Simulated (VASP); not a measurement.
Input of a VASP 6.6.1 run:

Contents of POSCAR:

```
RbTiF4
1.0
    3.9197733634      0.0000000000      0.0000000000
    0.0000000000      3.9197733634      0.0000000000
    0.0000000000      0.0000000000      6.5032206781
Rb Ti F
1 1 4
Direct
    0.5000000000      0.5000000000      0.5000000000
    0.0000000000      0.0000000000      0.0000000000
    0.5000000000      0.0000000000      0.0000000000
    0.0000000000      0.5000000000      0.0000000000
    0.0000000000      0.0000000000      0.2955680738
    0.0000000000      0.0000000000      0.7044319262
```

The input INCAR.step1:

```
SYSTEM = RbTiF4
  PREC = Accurate
  ENCUT = 520
  ISMEAR = -1
  SIGMA = 0.0299
  LREAL = .False.
  LASPH = .True.
  NELM = 80
  NBANDS = 34
  GGA = PE
  ALGO = Normal
  EDIFF = 1E-4
  LWAVE = .True.
  LCHARG = .False.
```

Contents of INCAR.step2:

```
SYSTEM = RbTiF4
  PREC = Accurate
  ENCUT = 520
  EDIFF = 1E-6
  ISMEAR = -1
  SIGMA = 0.0299
  LREAL = .False.
  LASPH = .True.
  NELM = 80
  ALGO = Normal
  ISIF = 2
  LWAVE = .False.
  LCHARG = .True.
  METAGGA = R2SCAN
  LMIXTAU = .True.
  LELF = .True.
  LVHAR = .True.
  NBANDS = 34
  ISTART = 1
```

File KPOINTS:

```
regular mesh
0
Gamma
  8 8 5
  0 0 0
```

Potentials or basis: VASP PAW PBE potentials, release 64 (Rb_sv, Ti_sv, F).

Launch:

```bash
$ cat potpaw_PBE.64/Rb_sv/POTCAR potpaw_PBE.64/Ti_sv/POTCAR potpaw_PBE.64/F/POTCAR > POTCAR
$ cp INCAR.step1 INCAR
$ mpirun -np 1 vasp_std > vasp.out
$ cp INCAR.step2 INCAR
$ mpirun -np 1 vasp_std > vasp.out
```

Task: Estimate the pressure.

Result: 0.4 GPa.

Task: Estimate the largest force.

Result: 0.113 eV/Å.

Forces in eV/Å, atoms in the order of the input:
```
Rb   0.000  0.000  0.000
Ti   0.000  0.000  0.000
F    0.000  0.000  0.000
F    0.000  0.000  0.000
F    0.000  0.000  0.113
F    0.000  0.000 -0.113
```

Caveat: the PAW data sets were made with another functional, which shifts forces and pressure a little; an odd number of electrons without spin polarisation forces a metal; a magnetic or distorted state may lie lower.
